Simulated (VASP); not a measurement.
Runs of VASP 6.6.1 on BAs. The structure is that of space group I-4m2 (No. 119), or close to it. The cells are those of the table. 

```csv
cell,gap on the mesh (eV),pressure (GPa)
"a = 3.516, b = 3.516, c = 3.183 Å, angles 63.1, 63.1, 53.8°, 2 atoms",none,0.5
"a = 3.595, b = 3.595, c = 3.099 Å, angles 64.5, 64.5, 51.1°, 2 atoms",none,1.2
"a = 3.288, b = 3.288, c = 3.797 Å, angles 54.7, 54.7, 70.5°, 2 atoms",none,-2.7
"a = 3.295, b = 3.295, c = 3.675 Å, angles 56.1, 56.1, 67.8°, 2 atoms",none,-1.1
"a = 3.691, b = 3.691, c = 3.014 Å, angles 65.9, 65.9, 48.2°, 2 atoms",none,2.2
"a = 3.314, b = 3.314, c = 3.571 Å, angles 57.4, 57.4, 65.2°, 2 atoms",none,(b)
"a = 3.342, b = 3.342, c = 3.478 Å, angles 58.6, 58.6, 62.7°, 2 atoms",(a),0.2
```

Alike in all rows: task single point; level r2SCAN; potentials or basis VASP PAW PBE potentials, release 64 (B, As); no spin polarisation; k mesh 12 × 12 × 12; cutoff (eV) 520; smearing gaussian 0.05 eV.

Q: Estimate the missing entries.

A: (a) 0.12; (b) -0.2.

Caveats: the PAW data sets were made with another functional, which shifts forces and pressure a little; semilocal functionals underestimate gaps, so a narrow gap can read as zero (at least some runs).

A k mesh can miss the band edges, and the runs leave out spin-orbit coupling on As.

A gap of «none» marks levels without a gap at the run's occupations.
